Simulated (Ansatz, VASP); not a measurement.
## Two plane-wave programs on ScRu3

```xyz
4
Lattice="3.8580 0.0000 0.0000 0.0000 3.8580 0.0000 0.0000 0.0000 3.8580" Properties=species:S:1:pos:R:3 pbc="T T T"
Ru    1.9290    1.9290    0.0000
Ru    1.9290    0.0000    1.9290
Ru    0.0000    1.9290    1.9290
Sc    0.0000    0.0000    0.0000
```

Alike in both runs: task single point; functional PBE; k mesh 7 × 7 × 7; occupations fermi-dirac, width 0.05 eV; no spin polarisation.

```csv
,VASP,Ansatz
version,VASP 6.6.1,Ansatz 0.2.0
potentials or method,"VASP PAW PBE potentials, release 64 (Ru_pv, Sc_sv)",Ansatz PAW
plane-wave cutoff (eV),520,420
valence electrons in the cell,53,59
```

```csv
,VASP,Ansatz,Ansatz less VASP
gap on the k mesh at the Fermi level (eV),none,none,-
pressure (GPa),12.5,12.2,-0.32
```

A gap of «none» marks a metal or a gap that the smearing closes. VASP's potentials hold 53 valence electrons a cell and Ansatz's 59, so a difference there can come from the potentials and not from the codes.
